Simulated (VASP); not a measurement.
# CaSe (Fm-3m) in VASP: notebook, part 2 of 2

VASP 6.6.1.

## 5. Single point, PBEsol

This run uses another cell than the first one, of 24.38 Å³/atom, 1.171 times its volume.

INCAR

```
SYSTEM = CaSe
PREC = Accurate
ENCUT = 520
EDIFF = 1E-6
ISMEAR = 0
SIGMA = 0.01
LREAL = .False.
LASPH = .True.
NELM = 100
ALGO = Normal
ISIF = 2
LWAVE = .False.
LCHARG = .False.
GGA = PS
NBANDS = 15
```

KPOINTS

```
Automatic mesh
0
Gamma
  8 8 8
  0 0 0
```

POSCAR

```
CaSe
1.0
    0.0000000000      2.8995203536      2.8995203536
    2.8995203536      0.0000000000      2.8995203536
    2.8995203536      2.8995203536      0.0000000000
Ca Se
1 1
Direct
    0.0000000000      0.0000000000      0.0000000000
    0.5000000000      0.5000000000      0.5000000000
```

Potentials or basis: VASP PAW PBE potentials, release 64 (Ca_sv, Se).

The run is started by

```bash
> cat potpaw_PBE.64/Ca_sv/POTCAR potpaw_PBE.64/Se/POTCAR > POTCAR
> mpirun -np 1 vasp_std > vasp.out
```

OUTCAR:

```text
SYSTEM = CaSe
   PREC = Accurate
   ENCUT = 520
   EDIFF = 1E-6
   ISMEAR = 0
   LREAL = .False.
   LASPH = .True.
   NELM = 100
   ISIF = 2
   GGA = PS

 ion  position               nearest neighbor table
   1  0.000  0.000  0.000-   2 2.90   2 2.90   2 2.90   2 2.90   2 2.90   2 2.90
   2  0.500  0.500  0.500-   1 2.90   1 2.90   1 2.90   1 2.90   1 2.90   1 2.90

  LATTYP: Found a face centered cubic cell.
 ALAT       =     5.7990407072

  Lattice vectors:

 A1 = (   0.0000000000,   2.8995203536,   2.8995203536)
 A2 = (   2.8995203536,   0.0000000000,   2.8995203536)
 A3 = (   2.8995203536,   2.8995203536,   0.0000000000)

Analysis of symmetry for initial positions (statically):
=====================================================================
 Subroutine PRICEL returns:
 Original cell was already a primitive cell.

 Routine SETGRP: Setting up the symmetry group for a
 face centered cubic supercell.

 Subroutine GETGRP returns: Found 48 space group operations
 (whereof 48 operations were pure point group operations)
 out of a pool of 48 trial point group operations.

The static configuration has the point symmetry O_h .

Analysis of symmetry for dynamics (positions and initial velocities):
=====================================================================
 Subroutine PRICEL returns:
 Original cell was already a primitive cell.

 Routine SETGRP: Setting up the symmetry group for a
 face centered cubic supercell.

 Subroutine GETGRP returns: Found 48 space group operations
 (whereof 48 operations were pure point group operations)
 out of a pool of 48 trial point group operations.

The dynamic configuration has the point symmetry O_h .

 Subroutine INISYM returns: Found 48 space group operations
 (whereof 48 operations are pure point group operations),
 and found     1 'primitive' translations

----------------------------------------------------------------------------------------

                                     Primitive cell

  volume of cell :      48.7538

  direct lattice vectors                    reciprocal lattice vectors
     0.000000000  2.899520354  2.899520354    -0.172442314  0.172442314  0.172442314
     2.899520354  0.000000000  2.899520354     0.172442314 -0.172442314  0.172442314
     2.899520354  2.899520354  0.000000000     0.172442314  0.172442314 -0.172442314

  length of vectors
     4.100541008  4.100541008  4.100541008     0.298678850  0.298678850  0.298678850

  position of ions in fractional coordinates (direct lattice)
     0.000000000  0.000000000  0.000000000
     0.500000000  0.500000000  0.500000000

  ion indices of the primitive-cell ions
   primitive index   ion index
                 1           1
                 2           2

----------------------------------------------------------------------------------------

 KPOINTS: Automatic mesh

Automatic generation of k-mesh.
 Grid dimensions read from file:
 generate k-points for:    8    8    8

 Generating k-lattice:

  Cartesian coordinates                     Fractional coordinates (reciprocal lattice)
    -0.021555289  0.021555289  0.021555289     0.125000000  0.000000000  0.000000000
     0.021555289 -0.021555289  0.021555289     0.000000000  0.125000000  0.000000000
     0.021555289  0.021555289 -0.021555289     0.000000000  0.000000000  0.125000000

  Length of vectors
     0.037334856  0.037334856  0.037334856

  Shift w.r.t. Gamma in fractional coordinates (k-lattice)
     0.000000000  0.000000000  0.000000000

 Subroutine IBZKPT returns following result:
 ===========================================

 Found     29 irreducible k-points:

 Following reciprocal coordinates:
            Coordinates               Weight
  0.000000  0.000000  0.000000      1.000000
  0.125000  0.000000  0.000000      8.000000
  0.250000  0.000000  0.000000      8.000000
  0.375000  0.000000  0.000000      8.000000
  0.500000  0.000000  0.000000      4.000000
  0.125000  0.125000  0.000000      6.000000
[... 16 lines left out ...]
  0.500000  0.250000  0.125000     48.000000
 -0.375000  0.250000  0.125000     24.000000
 [... further k-points ...]
   k-points           NKPTS =     29   k-points in BZ     NKDIM =     29   number of bands    NBANDS=     15
   number of dos      NEDOS =    301   number of ions     NIONS =      2
   total plane-waves  NPLWV =  27000
   dimension x,y,z NGX =    30 NGY =   30 NGZ =   30
   dimension x,y,z NGXF=    60 NGYF=   60 NGZF=   60
   ions per type =               1   1
   NGX,Y,Z   is equivalent  to a cutoff of  12.16, 12.16, 12.16 a.u.
   NGXF,Y,Z  is equivalent  to a cutoff of  24.33, 24.33, 24.33 a.u.
 SYSTEM =  CaSe
   PREC   = accura    normal or accurate (medium, high low for compatibility)
   ISTART =      0    job   : 0-new  1-cont  2-samecut
   ICHARG =      2    charge: 1-file 2-atom 10-const
   ISPIN  =      1    spin polarized calculation?
   LNONCOLLINEAR =      F non collinear calculations
   LSORBIT =      F    spin-orbit coupling
   LASPH  =      T    aspherical Exc in radial PAW
   ENCUT  =  520.0 eV  38.22 Ry    6.18 a.u.   7.62  7.62  7.62*2*pi/ulx,y,z
   NELM   =    100;   NELMIN=  2; NELMDL= -5     # of ELM steps
   EDIFF  = 0.1E-05   stopping-criterion for ELM
   LREAL  =      F    real-space projection
   EDIFFG = 0.1E-04   stopping-criterion for IOM
   NSW    =      0    number of steps for IOM
   IBRION =     -1    ionic relax: 0-MD 1-quasi-New 2-CG
   NFREE  =      0    steps in history (QN), initial steepest desc. (CG)
   ISIF   =      2    stress and relaxation
   ISYM   =      2    0-nonsym 1-usesym 2-fastsym
   POTIM  = 0.5000    time-step for ionic-motion
   TEBEG  =    0.0;   TEEND  =   0.0 temperature during run
   PSTRESS=    0.0 pullay stress
   NELECT =      16.0000    total number of electrons
   NUPDOWN=      -1.0000    fix difference up-down
   EMIN   =  10.00;   EMAX   =-10.00  energy-range for DOS
   EFERMI =   0.00;   METHOD = LEGACY
   ISMEAR =     0;   SIGMA  =   0.01  broadening in eV -4-tet -1-fermi 0-gaus
   EFERMI_NEDOS =   21; number of points for ismear=-14 and -15
   IALGO  =     38    algorithm
   IMIX   =      4    mixing-type and parameters
     AMIX     =   0.40;   BMIX     =  1.00
     AMIX_MAG =   1.60;   BMIX_MAG =  1.00
  volume/ion in A,a.u.               =      24.38       164.50
  Fermi-wavevector in a.u.,A,eV,Ry     =   1.129220  2.133917 17.349311  1.275138
  Thomas-Fermi vector in A             =   2.265913
   LORBIT       =      0    0 simple, 1 ext, 2 COOP (PROOUT), +10 PAW based schemes
   GGA     = PS    functional components
   LHFCALC =     F    Hartree Fock is set to
   AEXX    =    0.0000 exact exchange contribution
   IVDW    =     0    specifies the selected vdW correction
   LEPSILON=     F    determine dielectric tensor
   LRPA    =     F    only Hartree local field effects (RPA)
 non-spin polarized calculation
 Gauss-broadening in eV      SIGMA  =   0.01
  energy-cutoff  :      520.00
  volume of cell :       48.75
 maximum number of plane-waves:      1363
   NGX = 15   NGY = 15   NGZ = 15

 number of electron      15.9999999 magnetization

 Free energy of the ion-electron system (eV)
  ---------------------------------------------------
  ext. energy  EPLUGINS =         0.00000000
  ---------------------------------------------------
  free energy    TOTEN  =       -10.06044583 eV

  energy without entropy =      -10.06044583  energy(sigma->0) =      -10.06044583

 E-fermi :   2.8137     XC(G=0):  -9.5830

 val. band max:        2.7693050731   @ k =   0.0000   0.0000   0.0000
 cond. band min:       4.5359102896   @ k =   0.5000   0.5000   0.0000
 fundamental gap:      1.7666052165
 Fermi energy:         2.8136603135

 k-point     1 :       0.0000    0.0000    0.0000
  band No.  band energies     occupation
      1     -36.5999      2.00000
      2     -17.6867      2.00000
      3     -17.6867      2.00000
      4     -17.6867      2.00000
      5      -9.2731      2.00000
      6       2.7693      2.00000
      7       2.7693      2.00000
      8       2.7693      2.00000
      9       6.2798      0.00000
     10       6.3803      0.00000
     11       6.3803      0.00000
     12       6.3803      0.00000
     13       7.0439      0.00000
     14       7.0439      0.00000
     15      12.3801      0.00000
[... 397 lines left out ...]
 k-point    24 :      -0.3750    0.2500    0.1250
  band No.  band energies     occupation
      1     -36.5885      2.00000
      2     -17.8150      2.00000
      3     -17.7308      2.00000
      4     -17.7091      2.00000
      5      -8.4694      2.00000
      6      -0.3109      2.00000
      7       0.9745      2.00000
      8       1.3929      2.00000
      9       7.2373      0.00000
     10       7.5442      0.00000
     11       8.6355      0.00000
     12       8.9675      0.00000
     13       9.3288      0.00000
     14      10.1940      0.00000
     15      11.7755      0.00000

 [... further k-points ...]
[... 5 lines left out ...]
  --------------------------------------------------------------------------------------
  -------------------------------------------------------------------------------------
  Total        0.6790472      0.6790472      0.6790472     -0.0000000     -0.0000000     -0.0000000
  in kB       22.3152642     22.3152642     22.3152642     -0.0000000     -0.0000000     -0.0000000
  external PRESSURE =      22.3152642 kB  Pullay stress =       0.0000000 kB

 VOLUME and BASIS-vectors are now :
 -----------------------------------------------------------------------------
  energy-cutoff  :      520.00
  volume of cell :       48.75
      direct lattice vectors                 reciprocal lattice vectors
     0.000000000  2.899520354  2.899520354    -0.172442314  0.172442314  0.172442314
     2.899520354  0.000000000  2.899520354     0.172442314 -0.172442314  0.172442314
     2.899520354  2.899520354  0.000000000     0.172442314  0.172442314 -0.172442314

 POSITION                                       TOTAL-FORCE (eV/Angst)
 -----------------------------------------------------------------------------------
      0.00000      0.00000      0.00000         0.000000     -0.000000     -0.000000
      2.89952      2.89952      2.89952        -0.000000      0.000000      0.000000
 -----------------------------------------------------------------------------------
    total drift:                               -0.000000      0.000000      0.000000

  FREE ENERGIE OF THE ION-ELECTRON SYSTEM (eV)
  ---------------------------------------------------
  free  energy   TOTEN  =       -10.0604458308 eV

  energy  without entropy=      -10.0604458308  energy(sigma->0) =      -10.06044583
```

OSZICAR:

```text
N       E                     dE             d eps       ncg     rms          rms(c)
DAV:   1     0.106138453679E+03    0.10614E+03   -0.74118E+03   870   0.991E+02
DAV:   2    -0.576158673100E+01   -0.11190E+03   -0.10583E+03  1059   0.248E+02
DAV:   3    -0.100015254821E+02   -0.42399E+01   -0.42012E+01  1206   0.456E+01
DAV:   4    -0.102046897526E+02   -0.20316E+00   -0.20294E+00  1176   0.830E+00
DAV:   5    -0.102060902158E+02   -0.14005E-02   -0.14003E-02  1195   0.762E-01    0.426E+00
DAV:   6    -0.100782244003E+02    0.12787E+00   -0.14318E-01  1017   0.215E+00    0.252E+00
DAV:   7    -0.100599153826E+02    0.18309E-01   -0.77004E-02  1128   0.189E+00    0.706E-01
DAV:   8    -0.100603590868E+02   -0.44370E-03   -0.83670E-03   968   0.726E-01    0.994E-02
DAV:   9    -0.100604197230E+02   -0.60636E-04   -0.48413E-04  1105   0.236E-01    0.364E-02
DAV:  10    -0.100604428896E+02   -0.23167E-04   -0.10123E-04  1052   0.721E-02    0.135E-02
DAV:  11    -0.100604463681E+02   -0.34786E-05   -0.15053E-05  1094   0.366E-02    0.622E-03
DAV:  12    -0.100604458308E+02    0.53738E-06   -0.17323E-06   909   0.104E-02
   1 F= -.10060446E+02 E0= -.10060446E+02  d E =-.944045E-13
```

stdout:

```text
POSCAR found type information on POSCAR CaSe
 POSCAR found :  2 types and       2 ions
 scaLAPACK will be used
 -----------------------------------------------------------------------------
|                                                                             |
|                                                                             |
|     You enforced a specific xc type in the INCAR file but a different       |
|     I HOPE YOU KNOW WHAT YOU ARE DOING!                                     |
|                                                                             |
 -----------------------------------------------------------------------------

 LDA part: xc-table for (Slater+PW92), standard interpolation
 POSCAR, INCAR and KPOINTS ok, starting setup
 FFT: planning ... GRIDC
 FFT: planning ... GRID_SOFT
 FFT: planning ... GRID
 WAVECAR not read
 entering main loop
```

Run time: 23 s. Hardware: 1 thread of Intel Xeon 6975P-C, shared host; peak memory 0.17 GiB.

What came out:

| Property | Result |
| --- | --- |
| Free energy | -10.0604 eV |
| Pressure | 2.2 GPa |
| Band gap on the k mesh | 1.77 eV, indirect (least direct gap 2.77 eV) |

Levels at points of the mesh, in eV from the valence-band top:
| k point | band 6 | band 7 | band 8 | band 9 | band 10 | band 11 |
| --- | --- | --- | --- | --- | --- | --- |
| (0.00, 0.00, 0.00) | 0.00 | 0.00 | 0.00 | 3.51 | 3.61 | 3.61 |
| (0.50, 0.00, 0.00) | -3.57 | -1.35 | -1.35 | 4.47 | 5.60 | 5.62 |
| (0.50, 0.50, 0.00) | -2.71 | -1.00 | -1.00 | 1.77 | 5.13 | 5.20 |

Caveat: the PAW data sets were made with another functional, which shifts forces and pressure a little. A k mesh can miss the band edges.

## 6. Single point, PBEsol

This run uses another cell than the first one, of 23.63 Å³/atom, 1.135 times its volume.

INCAR

```
ALGO = Normal
EDIFF = 1E-7
ENCUT = 520
GGA = PS
ISIF = 2
ISMEAR = 0
LASPH = True
LCHARG = False
LREAL = False
LWAVE = False
NBANDS = 15
NELM = 80
PREC = Accurate
SIGMA = 0.01
```

KPOINTS

```
k-points
0
Gamma
  8 8 8
```

POSCAR

```
CaSe
1.0
    0.0000000000      2.8697133804      2.8697133804
    2.8697133804      0.0000000000      2.8697133804
    2.8697133804      2.8697133804      0.0000000000
Ca Se
1 1
Direct
    0.0000000000      0.0000000000      0.0000000000
    0.5000000000      0.5000000000      0.5000000000
```

Potentials or basis: VASP PAW PBE potentials, release 64 (Ca_sv, Se).

The run is started by

```bash
> cat potpaw_PBE.64/Ca_sv/POTCAR potpaw_PBE.64/Se/POTCAR > POTCAR
> mpirun -np 1 vasp_std > vasp.out
```

OUTCAR:

```text
EDIFF = 1E-7
   ENCUT = 520
   GGA = PS
   ISIF = 2
   ISMEAR = 0
   LASPH = True
   LREAL = False
   NELM = 80
   PREC = Accurate

 ion  position               nearest neighbor table
   1  0.000  0.000  0.000-   2 2.87   2 2.87   2 2.87   2 2.87   2 2.87   2 2.87
   2  0.500  0.500  0.500-   1 2.87   1 2.87   1 2.87   1 2.87   1 2.87   1 2.87

  LATTYP: Found a face centered cubic cell.
 ALAT       =     5.7394267608

  Lattice vectors:

 A1 = (   0.0000000000,   2.8697133804,   2.8697133804)
 A2 = (   2.8697133804,   0.0000000000,   2.8697133804)
 A3 = (   2.8697133804,   2.8697133804,   0.0000000000)

Analysis of symmetry for initial positions (statically):
=====================================================================
 Subroutine PRICEL returns:
 Original cell was already a primitive cell.

 Routine SETGRP: Setting up the symmetry group for a
 face centered cubic supercell.

 Subroutine GETGRP returns: Found 48 space group operations
 (whereof 48 operations were pure point group operations)
 out of a pool of 48 trial point group operations.

The static configuration has the point symmetry O_h .

[... 166 lines left out ...]

 k-point     1 :       0.0000    0.0000    0.0000
  band No.  band energies     occupation
      1     -36.2821      2.00000
      2     -17.3752      2.00000
      3     -17.3752      2.00000
      4     -17.3752      2.00000
      5      -9.1599      2.00000
      6       3.0036      2.00000
      7       3.0036      2.00000
      8       3.0036      2.00000
      9       6.5868      0.00000
     10       6.5868      0.00000
     11       6.5868      0.00000
     12       6.6950      0.00000
     13       7.2843      0.00000
     14       7.2843      0.00000
[... 401 lines left out ...]
      2     -17.5235      2.00000
      3     -17.4256      2.00000
      4     -17.4006      2.00000
      5      -8.2928      2.00000
      6      -0.1870      2.00000
      7       1.1328      2.00000
      8       1.5589      2.00000
      9       7.4987      0.00000
     10       7.8098      0.00000
     11       8.9485      0.00000
     12       9.3201      0.00000
     13       9.6847      0.00000
     14      10.5532      0.00000
     15      12.2346      0.00000

 [... further k-points ...]
[... 5 lines left out ...]
  --------------------------------------------------------------------------------------
  -------------------------------------------------------------------------------------
  Total        1.2533030      1.2533030      1.2533030     -0.0000000      0.0000000      0.0000000
  in kB       42.4835784     42.4835784     42.4835784     -0.0000000      0.0000000      0.0000000
  external PRESSURE =      42.4835784 kB  Pullay stress =       0.0000000 kB

 VOLUME and BASIS-vectors are now :
 -----------------------------------------------------------------------------
  energy-cutoff  :      520.00
  volume of cell :       47.27
      direct lattice vectors                 reciprocal lattice vectors
     0.000000000  2.869713380  2.869713380    -0.174233428  0.174233428  0.174233428
     2.869713380  0.000000000  2.869713380     0.174233428 -0.174233428  0.174233428
     2.869713380  2.869713380  0.000000000     0.174233428  0.174233428 -0.174233428

 POSITION                                       TOTAL-FORCE (eV/Angst)
 -----------------------------------------------------------------------------------
      0.00000      0.00000      0.00000        -0.000000     -0.000000      0.000000
      2.86971      2.86971      2.86971         0.000000      0.000000     -0.000000
 -----------------------------------------------------------------------------------
    total drift:                               -0.000000      0.000000      0.000000

  FREE ENERGIE OF THE ION-ELECTRON SYSTEM (eV)
  ---------------------------------------------------
  free  energy   TOTEN  =       -10.0302295555 eV

  energy  without entropy=      -10.0302295555  energy(sigma->0) =      -10.03022956
```

OSZICAR:

```text
N       E                     dE             d eps       ncg     rms          rms(c)
DAV:   1     0.107378768012E+03    0.10738E+03   -0.75806E+03   870   0.996E+02
DAV:   2    -0.566634727363E+01   -0.11305E+03   -0.10751E+03  1094   0.248E+02
DAV:   3    -0.100031042995E+02   -0.43368E+01   -0.42954E+01  1159   0.459E+01
DAV:   4    -0.101729664939E+02   -0.16986E+00   -0.16975E+00  1184   0.815E+00
DAV:   5    -0.101751318000E+02   -0.21653E-02   -0.21652E-02  1165   0.771E-01    0.426E+00
DAV:   6    -0.100500071680E+02    0.12512E+00   -0.13302E-01   982   0.210E+00    0.253E+00
DAV:   7    -0.100298902297E+02    0.20117E-01   -0.76394E-02  1172   0.190E+00    0.689E-01
DAV:   8    -0.100301561847E+02   -0.26595E-03   -0.76831E-03  1003   0.705E-01    0.958E-02
DAV:   9    -0.100302004666E+02   -0.44282E-04   -0.42789E-04  1104   0.230E-01    0.355E-02
DAV:  10    -0.100302263007E+02   -0.25834E-04   -0.79670E-05  1024   0.620E-02    0.135E-02
DAV:  11    -0.100302301598E+02   -0.38591E-05   -0.15259E-05  1101   0.382E-02    0.529E-03
DAV:  12    -0.100302297172E+02    0.44263E-06   -0.98910E-07  1008   0.899E-03    0.232E-03
DAV:  13    -0.100302295295E+02    0.18771E-06   -0.16772E-07  1049   0.312E-03    0.850E-04
DAV:  14    -0.100302295555E+02   -0.26042E-07   -0.44518E-09   498   0.570E-04
   1 F= -.10030230E+02 E0= -.10030230E+02  d E =-.606285E-20
```

It took 25 s on 1 thread of Intel Xeon 6975P-C, shared host; peak memory 0.18 GiB.

What came out:

| Property | Result |
| --- | --- |
| Free energy | -10.0302 eV |
| Pressure | 4.2 GPa |
| Band gap on the k mesh | 1.67 eV, indirect (least direct gap 2.71 eV) |

Caveat: the PAW data sets were made with another functional, which shifts forces and pressure a little. A k mesh can miss the band edges.

## 7. Overview

| cell | gap on the mesh (eV) | pressure (GPa) |
| --- | --- | --- |
| a = 3.890 Å, angles 60.0°, 2 atoms | 1.22 | 15.4 |
| a = 3.956 Å, angles 60.0°, 2 atoms | 1.41 | 10.4 |
| a = 4.004 Å, angles 60.0°, 2 atoms | 1.54 | 7.3 |
| a = 4.101 Å, angles 60.0°, 2 atoms | 1.77 | 2.2 |
| a = 4.058 Å, angles 60.0°, 2 atoms | 1.67 | 4.2 |

Alike in all rows: task single point; level PBEsol; potentials or basis VASP PAW PBE potentials, release 64 (Ca_sv, Se); no spin polarisation; k mesh 8 × 8 × 8; cutoff (eV) 520; smearing gaussian 0.01 eV.

Caveats: the PAW data sets were made with another functional, which shifts forces and pressure a little.

Absolute energies hang on the potentials; compare differences alone.
